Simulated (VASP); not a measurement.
# H4C in VASP: further runs, part 2 of 2

VASP 6.6.1. Earlier steps stand in the parts before.

## (3) Single point, r2SCAN+rVV10

This run uses another cell than the first one, of 8.67 Å³/atom.

Input file POSCAR:

```
H4C
1.0
    3.8711291597      0.0000000000      0.0000000000
    0.0000000000      3.8711291597      0.0000000000
    0.0000000000      0.0000000000      5.7835329988
H C
8 2
Direct
    0.8373205970      0.1626999019      0.8916894103
    0.6626999019      0.3373205970      0.3916894103
    0.3373000981      0.6626794030      0.3916894103
    0.8373000981      0.8373205970      0.1083105897
    0.3373205970      0.3373000981      0.6083105897
    0.6626794030      0.6626999019      0.6083105897
    0.1626794030      0.8373000981      0.8916894103
    0.1626999019      0.1626794030      0.1083105897
    0.5000000000      0.5000000000      0.5000000000
    0.0000000000      0.0000000000      0.0000000000
```

Input file INCAR.step1:

```
ALGO = Normal
EDIFF = 1E-4
ENCUT = 520
GGA = PE
ISMEAR = -1
LASPH = True
LCHARG = False
LREAL = False
LWAVE = True
NBANDS = 19
NELM = 100
PREC = Accurate
SIGMA = 0.03
```

Input file INCAR.step2:

```
ALGO = Normal
BPARAM = 11.95
CPARAM = 0.0093
EDIFF = 1E-6
ENCUT = 520
ISIF = 2
ISMEAR = -1
ISTART = 1
IVDW_NL = 2
LASPH = True
LCHARG = False
LMIXTAU = True
LREAL = False
LUSE_VDW = True
LWAVE = False
METAGGA = R2SCAN
NBANDS = 19
NELM = 100
PREC = Accurate
SIGMA = 0.03
```

Input file KPOINTS:

```
k-points
0
Gamma
  6 6 4
```

Potentials or basis: VASP PAW PBE potentials, release 64 (H, C).

The run is started by

```console
$ cat potpaw_PBE.64/H/POTCAR potpaw_PBE.64/C/POTCAR > POTCAR
$ cp INCAR.step1 INCAR
$ mpirun -np 1 vasp_std > vasp.out
$ cp INCAR.step2 INCAR
$ mpirun -np 1 vasp_std > vasp.out
```

OUTCAR:

```text
BPARAM = 11.95
   EDIFF = 1E-6
   ENCUT = 520
   ISIF = 2
   ISMEAR = -1
   ISTART = 1
   IVDW_NL = 2
   LASPH = True
   LREAL = False
   METAGGA = R2SCAN
   NELM = 100
   PREC = Accurate

 ion  position               nearest neighbor table
   1  0.837  0.163  0.892-  10 1.09
   2  0.663  0.337  0.392-   9 1.09
   3  0.337  0.663  0.392-   9 1.09
   4  0.837  0.837  0.108-  10 1.09
   5  0.337  0.337  0.608-   9 1.09
   6  0.663  0.663  0.608-   9 1.09
   7  0.163  0.837  0.892-  10 1.09
   8  0.163  0.163  0.108-  10 1.09
   9  0.500  0.500  0.500-   2 1.09   3 1.09   5 1.09   6 1.09
  10  0.000  0.000  0.000-   1 1.09   4 1.09   7 1.09   8 1.09

  LATTYP: Found a simple tetragonal cell.
 ALAT       =     3.8711291597
 C/A-ratio  =     1.4940170581

  Lattice vectors:

 A1 = (   3.8711291597,   0.0000000000,   0.0000000000)
 A2 = (   0.0000000000,   3.8711291597,   0.0000000000)
 A3 = (   0.0000000000,   0.0000000000,   5.7835329988)

Analysis of symmetry for initial positions (statically):
=====================================================================
 Subroutine PRICEL returns:
 Original cell was already a primitive cell.

 Routine SETGRP: Setting up the symmetry group for a
 simple tetragonal supercell.

 Subroutine GETGRP returns: Found  8 space group operations
 (whereof  4 operations were pure point group operations)
 out of a pool of 16 trial point group operations.

The static configuration has the point symmetry S_4 .
 The point group associated with its full space group is D_2d.

Analysis of symmetry for dynamics (positions and initial velocities):
=====================================================================
 Subroutine PRICEL returns:
 Original cell was already a primitive cell.

[... 145 lines left out ...]
  volume/ion in A,a.u.               =       8.67        58.49
  Fermi-wavevector in a.u.,A,eV,Ry     =   0.932163  1.761533 11.822488  0.868928
  Thomas-Fermi vector in A             =   2.058732
   LORBIT       =      0    0 simple, 1 ext, 2 COOP (PROOUT), +10 PAW based schemes
   METAGGA = R2SCAN    functional components
   LHFCALC =     F    Hartree Fock is set to
   AEXX    =    0.0000 exact exchange contribution
   IVDW_NL    =     2    kernel type
   BPARAM     =11.9500
   IVDW    =     0    specifies the selected vdW correction
   LEPSILON=     F    determine dielectric tensor
   LRPA    =     F    only Hartree local field effects (RPA)
 non-spin polarized calculation
  energy-cutoff  :      520.00
  volume of cell :       86.67
 maximum number of plane-waves:      2376
 NGX is ok and might be reduce to    30
   NGX = 15   NGY = 15   NGZ = 21

 number of electron      16.0000000 magnetization

 Free energy of the ion-electron system (eV)
  ---------------------------------------------------
  ext. energy  EPLUGINS =         0.00000000
  ---------------------------------------------------
  free energy    TOTEN  =       -49.56842134 eV

  energy without entropy =      -49.56842134  energy(sigma->0) =      -49.56842134

 E-fermi :  -5.5039     XC(G=0):  -7.3059

 val. band max:       -6.1148158518   @ k =   0.0000   0.0000   0.0000
 cond. band min:       2.2151336840   @ k =   0.0000   0.0000   0.0000
 fundamental gap:      8.3299495358
 Fermi energy:        -5.5039386996

 k-point     1 :       0.0000    0.0000    0.0000
  band No.  band energies     occupation
      1     -15.6244      2.00000
      2     -14.9336      2.00000
      3      -7.8549      2.00000
      4      -6.7928      2.00000
      5      -6.7928      2.00000
      6      -6.2736      2.00000
[... 505 lines left out ...]
      6      -6.4490      2.00000
[... 11 lines left out ...]
     18      11.0960      0.00000
     19      11.9634      0.00000

 [... further k-points ...]
[... 5 lines left out ...]
  --------------------------------------------------------------------------------------
  -------------------------------------------------------------------------------------
  Total        0.0513327      0.0513327      0.0538014      0.0000000      0.0000000      0.0000000
  in kB        0.9489350      0.9489350      0.9945699      0.0000000      0.0000000      0.0000000
  external PRESSURE =       0.9641467 kB  Pullay stress =       0.0000000 kB

 VOLUME and BASIS-vectors are now :
 -----------------------------------------------------------------------------
  energy-cutoff  :      520.00
  volume of cell :       86.67
      direct lattice vectors                 reciprocal lattice vectors
     3.871129160  0.000000000  0.000000000     0.258322561  0.000000000  0.000000000
     0.000000000  3.871129160  0.000000000     0.000000000  0.258322561  0.000000000
     0.000000000  0.000000000  5.783532999     0.000000000  0.000000000  0.172904693

 POSITION                                       TOTAL-FORCE (eV/Angst)
 -----------------------------------------------------------------------------------
      3.24138      0.62983      5.15712        -0.037306      0.037305     -0.036569
      2.56540      1.30581      2.26535         0.037305     -0.037306     -0.036569
      1.30573      2.56532      2.26535        -0.037305      0.037306     -0.036569
      3.24130      3.24138      0.62642        -0.037305     -0.037306      0.036569
      1.30581      1.30573      3.51818        -0.037306     -0.037305      0.036569
      2.56532      2.56540      3.51818         0.037306      0.037305      0.036569
      0.62975      3.24130      5.15712         0.037306     -0.037305     -0.036569
      0.62983      0.62975      0.62642         0.037305      0.037306      0.036569
      1.93556      1.93556      2.89177         0.000000      0.000000      0.000000
      0.00000      0.00000      0.00000         0.000000     -0.000000      0.000000
 -----------------------------------------------------------------------------------
    total drift:                                0.000000      0.000000      0.000000

  FREE ENERGIE OF THE ION-ELECTRON SYSTEM (eV)
  ---------------------------------------------------
  free  energy   TOTEN  =       -49.5684213401 eV

  energy  without entropy=      -49.5684213401  energy(sigma->0) =      -49.56842134
```

OUTCAR.step1:

```text
EDIFF = 1E-4
   ENCUT = 520
   GGA = PE
   ISMEAR = -1
   LASPH = True
   LREAL = False
[... 782 lines left out ...]
      0.62983      0.62975      0.62642         0.115908      0.115896      0.116709
      1.93556      1.93556      2.89177        -0.000000      0.000000      0.000000
      0.00000      0.00000      0.00000        -0.000000      0.000000      0.000000
 -----------------------------------------------------------------------------------
    total drift:                                0.000000      0.000000      0.000000

  FREE ENERGIE OF THE ION-ELECTRON SYSTEM (eV)
  ---------------------------------------------------
  free  energy   TOTEN  =       -48.0372322044 eV

  energy  without entropy=      -48.0372322044  energy(sigma->0) =      -48.03723220
```

OSZICAR.step1:

```text
N       E                     dE             d eps       ncg     rms          rms(c)
DAV:   1     0.184445496101E+02    0.18445E+02   -0.63749E+03  1140   0.698E+02
DAV:   2    -0.493897253542E+02   -0.67834E+02   -0.64043E+02  1553   0.138E+02
DAV:   3    -0.541940038551E+02   -0.48043E+01   -0.47744E+01  1403   0.349E+01
DAV:   4    -0.542559156839E+02   -0.61912E-01   -0.61882E-01  1469   0.480E+00
DAV:   5    -0.542565891379E+02   -0.67345E-03   -0.67343E-03  1380   0.481E-01    0.124E+01
DAV:   6    -0.487135243085E+02    0.55431E+01   -0.65255E+00  1336   0.144E+01    0.574E+00
DAV:   7    -0.481666350411E+02    0.54689E+00   -0.16973E+00  1442   0.693E+00    0.349E+00
DAV:   8    -0.480776774590E+02    0.88958E-01   -0.45780E-01  1311   0.375E+00    0.172E+00
DAV:   9    -0.480351288561E+02    0.42549E-01   -0.60170E-02  1330   0.142E+00    0.419E-01
DAV:  10    -0.480366658928E+02   -0.15370E-02   -0.13674E-02  1245   0.620E-01    0.112E-01
DAV:  11    -0.480372474829E+02   -0.58159E-03   -0.80572E-04  1253   0.152E-01    0.681E-02
DAV:  12    -0.480372322044E+02    0.15278E-04   -0.19246E-05  1077   0.283E-02
   1 F= -.48037232E+02 E0= -.48037232E+02  d E =-.980627E-11
```

It took 2 min on 1 thread of Intel Xeon 6975P-C (Granite Rapids), shared host; peak memory 0.37 GiB.

What came out:

```yaml
Free_energy: -49.5684 eV
Pressure: 0.1 GPa
Largest_force: 0.064 eV/Å
Band_gap_on_the_k_mesh: 8.33 eV
```

Forces in eV/Å, atoms in the order of the input:
```
H   -0.037  0.037 -0.037
H    0.037 -0.037 -0.037
H   -0.037  0.037 -0.037
H   -0.037 -0.037  0.037
H   -0.037 -0.037  0.037
H    0.037  0.037  0.037
H    0.037 -0.037 -0.037
H    0.037  0.037  0.037
C    0.000  0.000  0.000
C    0.000  0.000  0.000
```

Caveat: the PAW data sets were made with another functional, which shifts forces and pressure a little. A k mesh can miss the band edges.

## (4) Relaxation of cell and atoms, r2SCAN+rVV10

Input file POSCAR:

```
H4C
1.0
    4.7146713108      0.0000000000      0.0000000000
    0.0000000000      4.7146713108      0.0000000000
    0.0000000000      0.0000000000      5.1390926113
H C
8 2
Direct
    0.8618619824      0.1309463720      0.8766693711
    0.6309463720      0.3618619824      0.3766693711
    0.3690536280      0.6381380176      0.3766693711
    0.8690536280      0.8618619824      0.1233306289
    0.3618619824      0.3690536280      0.6233306289
    0.6381380176      0.6309463720      0.6233306289
    0.1381380176      0.8690536280      0.8766693711
    0.1309463720      0.1381380176      0.1233306289
    0.5000000000      0.5000000000      0.5000000000
    0.0000000000      0.0000000000      0.0000000000
```

Input file INCAR.step1:

```
SYSTEM = H4C
PREC = Accurate
ENCUT = 600
ISMEAR = -1
SIGMA = 0.03
LREAL = .False.
LASPH = .True.
NELM = 60
GGA = PE
ALGO = Normal
EDIFF = 1E-4
LWAVE = .True.
LCHARG = .False.
```

Input file INCAR.step2:

```
SYSTEM = H4C
PREC = Accurate
ENCUT = 600
EDIFF = 1E-7
ISMEAR = -1
SIGMA = 0.03
LREAL = .False.
LASPH = .True.
NELM = 60
ALGO = Normal
ISIF = 3
LWAVE = .False.
LCHARG = .False.
METAGGA = R2SCAN
LMIXTAU = .True.
LUSE_VDW = .True.
IVDW_NL = 2
BPARAM = 11.95
CPARAM = 0.0093
IBRION = 2
NSW = 100
EDIFFG = -0.01
ISTART = 1
```

Input file KPOINTS:

```
regular mesh
0
Gamma
  6 6 4
  0 0 0
```

Potentials or basis: VASP PAW PBE potentials, release 64 (H, C).

The run is started by

```console
$ cat potpaw_PBE.64/H/POTCAR potpaw_PBE.64/C/POTCAR > POTCAR
$ cp INCAR.step1 INCAR
$ mpirun -np 1 vasp_std > vasp.out
$ cp INCAR.step2 INCAR
$ mpirun -np 1 vasp_std > vasp.out
```

OUTCAR:

```text
SYSTEM = H4C
   PREC = Accurate
   ENCUT = 600
   EDIFF = 1E-7
   ISMEAR = -1
   LREAL = .False.
   LASPH = .True.
   NELM = 60
   ISIF = 3
   METAGGA = R2SCAN
   IVDW_NL = 2
   BPARAM = 11.95
   IBRION = 2
   NSW = 100
   EDIFFG = -0.01
   ISTART = 1

 ion  position               nearest neighbor table
   1  0.862  0.131  0.877-  10 1.10
   2  0.631  0.362  0.377-   9 1.10
   3  0.369  0.638  0.377-   9 1.10
   4  0.869  0.862  0.123-  10 1.10
   5  0.362  0.369  0.623-   9 1.10
   6  0.638  0.631  0.623-   9 1.10
   7  0.138  0.869  0.877-  10 1.10
   8  0.131  0.138  0.123-  10 1.10
   9  0.500  0.500  0.500-   2 1.10   3 1.10   5 1.10   6 1.10
  10  0.000  0.000  0.000-   1 1.10   4 1.10   7 1.10   8 1.10

  LATTYP: Found a simple tetragonal cell.
 ALAT       =     4.7146713108
 C/A-ratio  =     1.0900213976

  Lattice vectors:

 A1 = (   4.7146713108,   0.0000000000,   0.0000000000)
 A2 = (   0.0000000000,   4.7146713108,   0.0000000000)
 A3 = (   0.0000000000,   0.0000000000,   5.1390926113)

Analysis of symmetry for initial positions (statically):
=====================================================================
 Subroutine PRICEL returns:
 Original cell was already a primitive cell.

 Routine SETGRP: Setting up the symmetry group for a
 simple tetragonal supercell.

[... 407 lines left out ...]
--------------------------------------- Ionic step       23  -------------------------------------------

 number of electron      16.0000001 magnetization

 Free energy of the ion-electron system (eV)
  ---------------------------------------------------
  ext. energy  EPLUGINS =         0.00000000
  ---------------------------------------------------
  free energy    TOTEN  =       -49.58105734 eV

  energy without entropy =      -49.58105734  energy(sigma->0) =      -49.58105734

 E-fermi :  -5.5555     XC(G=0):  -7.1929

 val. band max:       -6.2386872251   @ k =   0.0000   0.0000   0.0000
 cond. band min:       2.1551328287   @ k =   0.0000   0.0000   0.0000
 fundamental gap:      8.3938200538
 Fermi energy:        -5.5554873250

 k-point     1 :       0.0000    0.0000    0.0000
  band No.  band energies     occupation
      1     -15.6895      2.00000
      2     -14.7912      2.00000
      3      -7.5925      2.00000
      4      -7.3103      2.00000
      5      -7.3103      2.00000
      6      -6.3049      2.00000
      7      -6.3049      2.00000
      8      -6.2387      2.00000
      9       2.1551      0.00000
     10       4.6540      0.00000
     11       5.2234      0.00000
     12       6.8611      0.00000
     13       6.8611      0.00000
     14       7.5297      0.00000
[... 377 lines left out ...]
      1     -15.1578      2.00000
      2     -15.1578      2.00000
      3      -7.9053      2.00000
      4      -7.9053      2.00000
      5      -6.7673      2.00000
      6      -6.7673      2.00000
      7      -6.2971      2.00000
      8      -6.2971      2.00000
      9       4.0044      0.00000
     10       4.0044      0.00000
     11       5.7222      0.00000
     12       5.7222      0.00000
     13       6.4486      0.00000
     14       6.4486      0.00000

 [... further k-points ...]
[... 5 lines left out ...]
  --------------------------------------------------------------------------------------
  -------------------------------------------------------------------------------------
  Total       -0.0192602     -0.0192602      0.0279011      0.0000000      0.0000000     -0.0000000
  in kB       -0.3475049     -0.3475049      0.5034083      0.0000000      0.0000000     -0.0000000
  external PRESSURE =      -0.0638672 kB  Pullay stress =       0.0000000 kB
[... 25 lines left out ...]
  FREE ENERGIE OF THE ION-ELECTRON SYSTEM (eV)
  ---------------------------------------------------
  free  energy   TOTEN  =       -49.5810573363 eV

  energy  without entropy=      -49.5810573362  energy(sigma->0) =      -49.58105734

 reached required accuracy - stopping structural energy minimisation
```

Wall time 51 min (1 thread of Intel Xeon 6975P-C (Granite Rapids), shared host); peak memory 0.55 GiB.

What came out:

```yaml
Free_energy: -49.5811 eV
Relaxed_volume: 8.88 Å³/atom
Relaxed_cell: a = 4.325 Å, b = 4.325 Å, c = 4.747 Å, α = 90.00°, β = 90.00°, γ = 90.00°
Space_group_after_relaxing_to_0.1_Å: I-42m (No. 121)
Energy_gained_by_relaxing: 7.0 meV/atom
Ionic_steps: 23
Pressure_after_relaxing: 0.0 GPa
Largest_force_after_relaxing: 0.005 eV/Å
Band_gap_on_the_k_mesh: 8.39 eV
```

Forces in eV/Å, atoms in the order of the input:
```
H   -0.002  0.003  0.003
H    0.003 -0.002  0.003
H   -0.003  0.002  0.003
H   -0.003 -0.002 -0.003
H   -0.002 -0.003 -0.003
H    0.002  0.003 -0.003
H    0.002 -0.003  0.003
H    0.003  0.002 -0.003
C    0.000  0.000  0.000
C    0.000  0.000  0.000
```

Stress tensor (GPa, compression positive):
```
-0.03  0.00  0.00
 0.00 -0.03  0.00
 0.00  0.00  0.05
```

Step by step:
| step | energy change (eV) | largest force (eV/Å) | pressure (GPa) | volume (Å³) |
| --- | --- | --- | --- | --- |
| 1 | 0.0000 | 0.2538 | -1.58 | 114.23 |
| 2 | 0.0006 | 0.3587 | 0.94 | 112.37 |
| 3 | -0.0108 | 0.0424 | -0.36 | 113.31 |
| 4 | -0.0123 | 0.0417 | -0.36 | 112.87 |
| 5 | -0.0167 | 0.0406 | -0.36 | 111.55 |
| 6 | -0.0253 | 0.0413 | -0.35 | 108.96 |
| 7 | -0.0408 | 0.0528 | -0.26 | 103.89 |
| 8 | -0.0623 | 0.1071 | 0.19 | 94.22 |
| 9 | -0.0168 | 0.3296 | 2.97 | 76.73 |
| 10 | -0.0601 | 0.2561 | 1.16 | 90.23 |
| 11 | -0.0611 | 0.2399 | 1.08 | 90.04 |
| 12 | -0.0638 | 0.1920 | 0.85 | 89.47 |
| 13 | -0.0671 | 0.1015 | 0.43 | 88.34 |
| 14 | -0.0654 | 0.1261 | -0.43 | 86.11 |
| 15 | -0.0677 | 0.0626 | 0.18 | 87.56 |
| 16 | -0.0677 | 0.0671 | 0.19 | 87.70 |
| 17 | -0.0677 | 0.0652 | 0.16 | 87.63 |
| 18 | -0.0679 | 0.0618 | 0.16 | 87.70 |
| 19 | -0.0685 | 0.0520 | 0.14 | 87.90 |
| 20 | -0.0692 | 0.0330 | 0.10 | 88.31 |
| 21 | -0.0694 | 0.0186 | 0.04 | 89.13 |
| 22 | -0.0695 | 0.0157 | 0.07 | 88.79 |
| 23 | -0.0695 | 0.0046 | -0.01 | 88.80 |

Final structure:
```
CELL_PARAMETERS angstrom
4.32519 0.00000 0.00000
0.00000 4.32519 0.00000
0.00000 0.00000 4.74679
ATOMIC_POSITIONS crystal
H 0.85073 0.14180 0.86746
H 0.64180 0.35073 0.36746
H 0.35820 0.64927 0.36746
H 0.85820 0.85073 0.13254
H 0.35073 0.35820 0.63254
H 0.64927 0.64180 0.63254
H 0.14927 0.85820 0.86746
H 0.14180 0.14927 0.13254
C 0.50000 0.50000 0.50000
C 0.00000 0.00000 0.00000
```

Caveat: the volume moved by over 15 % at a fixed basis, so the end points are rough; the PAW data sets were made with another functional, which shifts forces and pressure a little.

## (5) The runs side by side

```csv
task,level,cell,k mesh,cutoff (eV),gap on the mesh (eV),pressure (GPa),largest force (eV/Å)
single point,PBEsol,"a = 4.715, b = 4.715, c = 5.139 Å, 10 atoms, atomic positions A",4 × 4 × 4,520,7.59,-0.1,0.03
single point,r2SCAN+rVV10,"a = 3.871, b = 3.871, c = 5.784 Å, 10 atoms, atomic positions B",6 × 6 × 4,520,8.33,0.1,0.06
relaxation of cell and atoms,r2SCAN+rVV10,"relaxed from a = 4.715, b = 4.715, c = 5.139 Å, 10 atoms, atomic positions A",6 × 6 × 4,600,8.39,0.0,-
```

Alike in all rows: potentials or basis VASP PAW PBE potentials, release 64 (H, C); no spin polarisation; smearing fermi-dirac 0.03 eV.

Caveats: the PAW data sets were made with another functional, which shifts forces and pressure a little; this functional lacks dispersion, which holds the molecules together, so the pressure and a relaxed volume are unreliable (at least some runs); the volume moved by over 15 % at a fixed basis, so the end points are rough (at least some runs).

Total energies depend on the potentials used, so only differences within one code and one set of settings carry meaning.
